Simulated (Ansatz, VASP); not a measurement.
Si2Ni: VASP beside Ansatz

```
Si Ni
1.0
     0.00000    2.69378    2.69378
     2.69378    0.00000    2.69378
     2.69378    2.69378    0.00000
Si Ni
2 1
Direct
  0.25000 0.25000 0.25000
  0.75000 0.75000 0.75000
  0.00000 0.00000 0.00000
```

Alike in both runs: functional PBEsol; k mesh 12 × 12 × 12; occupations gaussian, width 0.05 eV; no spin polarisation.

Ansatz relaxed the structure, and its values are those at the end. VASP's run is a single point on that final structure, the one shown.

```csv
,VASP,Ansatz
version,VASP 6.6.1,Ansatz 0.2.0
potentials or method,"VASP PAW PBE potentials, release 64 (Si, Ni)","scalar-relativistic, plane waves, PAW"
plane-wave cutoff (eV),520,420
valence electrons in the cell,18,26
```

Ansatz gave:

| Quantity | Value |
| --- | --- |
| gap on the k mesh at the Fermi level (eV) | none |
| pressure (GPa) | 0.0 |

Q: Estimate VASP's values.

A: gap on the k mesh at the Fermi level (eV): none; pressure (GPa): 0.1.

VASP's potentials were made for PBE, not for PBEsol. A gap of «none» marks a metal or a gap that the smearing closes. VASP's potentials hold 18 valence electrons a cell and Ansatz's 26, so a difference there can come from the potentials and not from the codes.
